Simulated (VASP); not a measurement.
# SiC (Cm) in VASP: single point with r2SCAN

Aim: the single point of SiC with r2SCAN.

Everything below comes from runs of VASP 6.6.1. Logs are shortened: lines on timing, memory, paths and dates and some standing lists are left out, and cuts for length are marked.

### Step 1. The cell of the first run

It takes space group Cm (No. 8, monoclinic). The conventional cell has a = 5.325 Å, b = 3.075 Å, c = 3.075 Å, α = 90.00°, β = 125.26°, γ = 90.00°. Within 2.3 Å of Si (site symmetry m) lie 3 C at 1.75 to 1.86 Å. Within 2.3 Å of C (site symmetry m) lie 3 Si at 1.75 to 1.86 Å.

### Step 2. Single point, r2SCAN (atom 1 (Si) moved by (-0.300, +0.300) A along [1 1 0] and z)

Contents of POSCAR:

```
SiC
1.0
    0.0000000000      2.1740000000      2.1740000000
    2.1740000000      0.0000000000      2.1740000000
    2.1740000000      2.1740000000      0.0000000000
Si C
1 1
Direct
    0.0689972401      0.0689972401     -0.1665740728
    0.7500000000      0.7500000000      0.7500000000
```

Contents of INCAR.step1:

```
PREC = Accurate ; ENCUT = 520
ISMEAR = 0 ; SIGMA = 0.05
LREAL = F ; LASPH = T
NELM = 60 ; NBANDS = 11
GGA = PE ; ALGO = Normal
EDIFF = 1E-4 ; LWAVE = T
LCHARG = F
```

Contents of INCAR.step2:

```
PREC = Accurate ; ENCUT = 520
EDIFF = 1E-6 ; ISMEAR = 0
SIGMA = 0.05 ; LREAL = F
LASPH = T ; NELM = 60
ALGO = Normal ; ISIF = 2
LWAVE = F ; LCHARG = T
METAGGA = R2SCAN ; LMIXTAU = T
LELF = T ; LVHAR = T
NBANDS = 11 ; ISTART = 1
```

Contents of KPOINTS:

```
Automatic mesh
0
Gamma
  12 12 12
```

Potentials or basis: VASP PAW PBE potentials, release 64 (Si, C).

Command:

```sh
$ cat potpaw_PBE.64/Si/POTCAR potpaw_PBE.64/C/POTCAR > POTCAR
$ cp INCAR.step1 INCAR
$ mpirun -np 1 vasp_std > vasp.out
$ cp INCAR.step2 INCAR
$ mpirun -np 1 vasp_std > vasp.out
```

OUTCAR:

```text
PREC = Accurate
   ENCUT = 520
   EDIFF = 1E-6
   ISMEAR = 0
   LREAL = F
   LASPH = T
   NELM = 60
   ISIF = 2
   METAGGA = R2SCAN
   ISTART = 1

 ion  position               nearest neighbor table
   1  0.069  0.069  0.833-   2 1.75   2 1.75   2 1.86   2 2.30
   2  0.750  0.750  0.750-   1 1.75   1 1.75   1 1.86   1 2.30

  LATTYP: Found a face centered cubic cell.
 ALAT       =     4.3480000000

  Lattice vectors:

 A1 = (   0.0000000000,   2.1740000000,   2.1740000000)
 A2 = (   2.1740000000,   0.0000000000,   2.1740000000)
 A3 = (   2.1740000000,   2.1740000000,   0.0000000000)

Analysis of symmetry for initial positions (statically):
=====================================================================
 Subroutine PRICEL returns:
 Original cell was already a primitive cell.

 Routine SETGRP: Setting up the symmetry group for a
 face centered cubic supercell.

 Subroutine GETGRP returns: Found  2 space group operations
 (whereof  2 operations were pure point group operations)
 out of a pool of 48 trial point group operations.

The static configuration has the point symmetry C_1h.

Analysis of symmetry for dynamics (positions and initial velocities):
=====================================================================
 Subroutine PRICEL returns:
 Original cell was already a primitive cell.

 Routine SETGRP: Setting up the symmetry group for a
 face centered cubic supercell.

 Subroutine GETGRP returns: Found  2 space group operations
 (whereof  2 operations were pure point group operations)
 out of a pool of 48 trial point group operations.

The dynamic configuration has the point symmetry C_1h.

 Subroutine INISYM returns: Found  2 space group operations
 (whereof  2 operations are pure point group operations),
 and found     1 'primitive' translations

----------------------------------------------------------------------------------------

                                     Primitive cell

  volume of cell :      20.5498

  direct lattice vectors                    reciprocal lattice vectors
     0.000000000  2.174000000  2.174000000    -0.229990800  0.229990800  0.229990800
     2.174000000  0.000000000  2.174000000     0.229990800 -0.229990800  0.229990800
     2.174000000  2.174000000  0.000000000     0.229990800  0.229990800 -0.229990800

  length of vectors
     3.074500285  3.074500285  3.074500285     0.398355752  0.398355752  0.398355752
[... 87 lines left out ...]
   ISIF   =      2    stress and relaxation
   ISYM   =      2    0-nonsym 1-usesym 2-fastsym
   POTIM  = 0.5000    time-step for ionic-motion
   TEBEG  =    0.0;   TEEND  =   0.0 temperature during run
   PSTRESS=    0.0 pullay stress
   NELECT =       8.0000    total number of electrons
   NUPDOWN=      -1.0000    fix difference up-down
   EMIN   =  10.00;   EMAX   =-10.00  energy-range for DOS
   EFERMI =   0.00;   METHOD = LEGACY
   ISMEAR =     0;   SIGMA  =   0.05  broadening in eV -4-tet -1-fermi 0-gaus
   EFERMI_NEDOS =   21; number of points for ismear=-14 and -15
   IALGO  =     38    algorithm
   IMIX   =      4    mixing-type and parameters
     AMIX     =   0.40;   BMIX     =  1.00
     AMIX_MAG =   1.60;   BMIX_MAG =  1.00
  volume/ion in A,a.u.               =      10.27        69.34
  Fermi-wavevector in a.u.,A,eV,Ry     =   1.195369  2.258920 19.441458  1.428907
  Thomas-Fermi vector in A             =   2.331336
   LORBIT       =      0    0 simple, 1 ext, 2 COOP (PROOUT), +10 PAW based schemes
   METAGGA = R2SCAN    functional components
   LHFCALC =     F    Hartree Fock is set to
   AEXX    =    0.0000 exact exchange contribution
   IVDW    =     0    specifies the selected vdW correction
   LEPSILON=     F    determine dielectric tensor
   LRPA    =     F    only Hartree local field effects (RPA)
 non-spin polarized calculation
 Gauss-broadening in eV      SIGMA  =   0.05
  energy-cutoff  :      520.00
  volume of cell :       20.55
 maximum number of plane-waves:       568
   NGX = 11   NGY = 11   NGZ = 11

 number of electron       8.0000000 magnetization

 Free energy of the ion-electron system (eV)
  ---------------------------------------------------
  ext. energy  EPLUGINS =         0.00000000
  ---------------------------------------------------
  free energy    TOTEN  =       -18.32080606 eV

  energy without entropy =      -18.32070392  energy(sigma->0) =      -18.32075499

 E-fermi :   9.6018     XC(G=0): -11.9792

 val. band max:        9.5720691558   @ k =  -0.0833  -0.1667  -0.0833
 cond. band min:       9.6032269423   @ k =  -0.0833   0.0833   0.0000
 fundamental gap:      0.0311577865
 Fermi energy:         9.6018076626

 k-point     1 :       0.0000    0.0000    0.0000
  band No.  band energies     occupation
      1      -8.2274      2.00000
      2       6.6658      2.00000
      3       7.3674      2.00000
      4       9.6598      0.10082
      5      14.1575      0.00000
      6      16.0771      0.00000
      7      16.5422      0.00000
      8      16.7028      0.00000
      9      23.0684      0.00000
     10      23.1786      0.00000
     11      23.4582      0.00000
[... 309 lines left out ...]
 k-point    24 :       0.0833    0.0000    0.1667
  band No.  band energies     occupation
      1      -7.7268      2.00000
      2       6.1580      2.00000
      3       6.8062      2.00000
      4       7.5443      2.00000
      5      14.9751      0.00000
      6      15.8227      0.00000
      7      16.7882      0.00000
      8      17.3307      0.00000
      9      21.0943      0.00000
     10      23.8850      0.00000
     11      24.4843      0.00000

 [... further k-points ...]

------------------------ aborting loop because EDIFF is reached ----------------------------------------

  FORCE on cell =-STRESS in cart. coord.  units (eV):
  Direction    XX          YY          ZZ          XY          YZ          ZX
  --------------------------------------------------------------------------------------
  -------------------------------------------------------------------------------------
  Total        1.9921966      1.9921966      0.8314161     -1.0844296     -0.1049484     -0.1049483
  in kB      155.3224273    155.3224273     64.8216978    -84.5480013     -8.1823438     -8.1823388
  external PRESSURE =     125.1555175 kB  Pullay stress =       0.0000000 kB

 VOLUME and BASIS-vectors are now :
 -----------------------------------------------------------------------------
  energy-cutoff  :      520.00
  volume of cell :       20.55
      direct lattice vectors                 reciprocal lattice vectors
     0.000000000  2.174000000  2.174000000    -0.229990800  0.229990800  0.229990800
     2.174000000  0.000000000  2.174000000     0.229990800 -0.229990800  0.229990800
     2.174000000  2.174000000  0.000000000     0.229990800  0.229990800 -0.229990800

 POSITION                                       TOTAL-FORCE (eV/Angst)
 -----------------------------------------------------------------------------------
      1.96187      1.96187      0.30000         0.865591      0.865591     -3.358877
      3.26100      3.26100      3.26100        -0.865591     -0.865591      3.358877
 -----------------------------------------------------------------------------------
    total drift:                                0.000041      0.000041     -0.000074

  FREE ENERGIE OF THE ION-ELECTRON SYSTEM (eV)
  ---------------------------------------------------
  free  energy   TOTEN  =       -18.3208060577 eV

  energy  without entropy=      -18.3207039217  energy(sigma->0) =      -18.32075499
```

OSZICAR.step1:

```text
N       E                     dE             d eps       ncg     rms          rms(c)
DAV:   1     0.551444727655E+01    0.55144E+01   -0.38730E+03 10544   0.623E+02
DAV:   2    -0.156310619393E+02   -0.21146E+02   -0.20279E+02 13168   0.112E+02
DAV:   3    -0.162990577010E+02   -0.66800E+00   -0.66674E+00 12778   0.171E+01
DAV:   4    -0.163016694537E+02   -0.26118E-02   -0.26116E-02 11833   0.136E+00
DAV:   5    -0.163016807986E+02   -0.11345E-04   -0.11345E-04 12722   0.843E-02    0.963E+00
DAV:   6    -0.141536155233E+02    0.21481E+01   -0.79926E+00 11549   0.125E+01    0.404E+00
DAV:   7    -0.140967568892E+02    0.56859E-01   -0.42627E-01 12401   0.382E+00    0.193E+00
DAV:   8    -0.140857914964E+02    0.10965E-01   -0.31250E-02 11669   0.113E+00    0.197E-01
DAV:   9    -0.140853651220E+02    0.42637E-03   -0.41234E-03 12512   0.326E-01    0.104E-01
DAV:  10    -0.140854478724E+02   -0.82750E-04   -0.25278E-04 11198   0.106E-01
   1 F= -.14085448E+02 E0= -.14085309E+02  d E =-.278407E-03
```

It took 2.4 min on 1 thread of Intel Xeon 6975P-C, shared host; peak memory 0.22 GiB.

What came out:

```yaml
Free_energy: -18.3208 eV
Pressure: 12.5 GPa
Largest_force: 3.575 eV/Å
Band_gap_on_the_k_mesh: zero (band 4 reaches 9.66 eV, above the bottom of band 5 at 9.39 eV)
```

Forces on the atoms (eV/Å):
```
Si   0.866  0.866 -3.359
C   -0.866 -0.866  3.359
```

Levels at points of the mesh, in eV from the Fermi level:
| k point | band 1 | band 2 | band 3 | band 4 | band 5 | band 6 | band 7 | band 8 |
| --- | --- | --- | --- | --- | --- | --- | --- | --- |
| (0.00, 0.00, 0.00) | -17.83 | -2.94 | -2.23 | 0.06 | 4.56 | 6.48 | 6.94 | 7.10 |
| (0.50, 0.00, 0.00) | -14.02 | -10.95 | -3.54 | -1.02 | 3.60 | 5.44 | 7.86 | 9.00 |
| (0.00, 0.00, 0.50) | -14.60 | -9.31 | -3.69 | -2.98 | 4.65 | 5.33 | 5.94 | 8.98 |
| (0.50, 0.50, 0.50) | -14.17 | -10.58 | -3.95 | -0.92 | 3.52 | 5.36 | 7.83 | 8.99 |
| (0.50, 0.50, 0.00) | -12.84 | -9.58 | -5.67 | -4.02 | -0.12 | 2.92 | 13.42 | 13.74 |
| (0.00, 0.50, 0.50) | -12.80 | -9.77 | -5.33 | -3.97 | -0.21 | 2.69 | 13.09 | 13.97 |

Caveat: the cell differs from its parent crystal (atom 1 (Si) moved by (-0.300, +0.300) A along [1 1 0] and z); the PAW data sets were made with another functional, which shifts forces and pressure a little.
